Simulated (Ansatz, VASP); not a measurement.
# Two plane-wave programs on MgO

INCAR

```
PREC = Accurate
ENCUT = 600
EDIFF = 1E-6
ISMEAR = -1
SIGMA = 0.03
LREAL = False
LASPH = True
NELM = 120
ALGO = Normal
ISIF = 2
LWAVE = False
LCHARG = True
GGA = PE
LELF = True
LVHAR = True
NBANDS = 11
GGA_COMPAT = False
```

KPOINTS

```
Automatic mesh
0
Gamma
  9 9 9
```

Contents of POSCAR:

```
MgO
1.0
    0.0000000000      2.1080000000      2.1080000000
    2.1080000000      0.0000000000      2.1080000000
    2.1080000000      2.1080000000      0.0000000000
Mg O
1 1
Direct
    0.0000000000      0.0000000000      0.0000000000
    0.5000000000      0.5000000000      0.5000000000
```

Input for Ansatz:

```yaml
crystal:
  lattice:
    - [0.0, 2.108, 2.108]
    - [2.108, 0.0, 2.108]
    - [2.108, 2.108, 0.0]
  atoms:
    - { symbol: Mg, position: [0.0, 0.0, 0.0] }
    - { symbol: O, position: [0.5, 0.5, 0.5] }
hamiltonian:
  xc: pbe
  pseudopotentials: { kind: paw }
basis:
  ecutwfc: 420
kpoints:
  mp_grid: { grid: [9, 9, 9] }
scf:
  occupations: { method: fermi_dirac, width: 0.03 }
  lower_state_search: "off"
  algorithm: density_mixing
  max_iter: 70
  mixing: { algorithm: broyden, beta: 0.3, preconditioner: ldos }
output:
  forces: true
  stress: true
```

Alike in both runs: task single point; functional PBE; k mesh 9 × 9 × 9; occupations fermi-dirac, width 0.03 eV; no spin polarisation.

|  | VASP | Ansatz |
| --- | --- | --- |
| version | VASP 6.6.1 | Ansatz 0.2.0 |
| potentials or method | VASP PAW PBE potentials, release 64 (Mg, O), cutoff 600 eV | PAW, plane waves, scalar-relativistic |
| valence electrons in the cell | 8 | 16 |

|  | VASP | Ansatz | Ansatz less VASP |
| --- | --- | --- | --- |
| pressure (GPa) | 3.2 | 4.2 | +0.98 |

VASP's potentials hold 8 valence electrons a cell and Ansatz's 16, so a difference there can come from the potentials and not from the codes.
